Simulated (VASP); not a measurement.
Set up this calculation in VASP 6.6.1, as the native input.

* Task: relaxation of cell and atoms
* Functional: PBE
* Potentials or basis: VASP PAW PBE potentials, release 64 (Ca_sv)
* Cutoff: 600 eV
* k mesh: 12 × 12 × 8
* Occupations: gaussian, width 0.1 eV
* Spin: no spin polarisation
* Dipole correction: no
* Further INCAR settings: ALGO = Fast; EDIFF = 1e-07; IBRION = 2; EDIFFG = -0.01; NSW = 80; ISIF = 3

The structure of Ca lies in POSCAR:

```
Ca
1.0
    3.8962327837      0.0000000000      0.0000000000
   -1.9481163918      3.3742365697      0.0000000000
    0.0000000000      0.0000000000      6.4539554743
Ca
2
Direct
    0.3333333333      0.6666666667      0.2500000000
    0.6666666667      0.3333333333      0.7500000000
```

The input as run:

INCAR

```
SYSTEM = Ca
PREC = Accurate ; ENCUT = 600
EDIFF = 1E-7 ; ISMEAR = 0
SIGMA = 0.1 ; LREAL = .FALSE.
LASPH = .TRUE. ; NELM = 100
ALGO = Fast ; ISIF = 3
LWAVE = .FALSE. ; LCHARG = .FALSE.
GGA = PE ; IBRION = 2
NSW = 80 ; EDIFFG = -0.01
```

KPOINTS

```
regular mesh
0
G
  12 12 8
  0 0 0
```

Potentials or basis: VASP PAW PBE potentials, release 64 (Ca_sv).

Command:

```sh
$ cat potpaw_PBE.64/Ca_sv/POTCAR > POTCAR
$ mpirun -np 1 vasp_std > vasp.out
```

It gave:

```json
{
  "Energy gained by relaxing": "0.2 meV/atom",
  "Ionic steps": "3",
  "Pressure after relaxing": "0.0 GPa",
  "Band gap on the k mesh": "zero (band 10 reaches 2.26 eV, above the bottom of band 11 at 1.75 eV)"
}
```

Wall time 5.7 min on 1 thread of Oxide Virtual Turin-like Processor (shared host), peak memory 0.28 GiB.
